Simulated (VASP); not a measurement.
Wanted: the native input for a VASP 6.6.1 run.

```yaml
Task: single point
Functional: PBE
Potentials_or_basis: VASP PAW PBE potentials, release 64 (K_sv, Br)
Cutoff: 520 eV
k_mesh: 10 × 10 × 10
Occupations: gaussian, width 0.05 eV
Spin: no spin polarisation
Dipole_correction: no
Further_INCAR_settings: ALGO = Normal; EDIFF = 1e-06; NBANDS = 15
```

The structure of KBr lies in POSCAR:

```
KBr
1.0
    0.0000000000      3.3073613289      3.3073613289
    3.3073613289      0.0000000000      3.3073613289
    3.3073613289      3.3073613289      0.0000000000
K Br
1 1
Direct
    0.0000000000      0.0000000000      0.0000000000
    0.5000000000      0.5000000000      0.5000000000
```

This cell differs from its parent crystal: volume scaled by 0.960.

The input as run:

INCAR

```
SYSTEM = KBr
PREC = Accurate
ENCUT = 520
EDIFF = 1E-6
ISMEAR = 0
SIGMA = 0.05
LREAL = .FALSE.
LASPH = .TRUE.
NELM = 80
ALGO = Normal
ISIF = 2
LWAVE = .FALSE.
LCHARG = .FALSE.
GGA = PE
NBANDS = 15
```

KPOINTS

```
Automatic mesh
0
G
  10 10 10
  0 0 0
```

Potentials or basis: VASP PAW PBE potentials, release 64 (K_sv, Br).

Command:

```console
$ cat potpaw_PBE.64/K_sv/POTCAR potpaw_PBE.64/Br/POTCAR > POTCAR
$ mpirun -np 1 vasp_std > vasp.out
```

Results of the run:

```yaml
Pressure: 0.6 GPa
Band_gap_on_the_k_mesh: 4.42 eV, direct
```

Run time: 76 s on 1 thread of AMD EPYC 7R13 (shared host), peak memory 0.2 GiB.
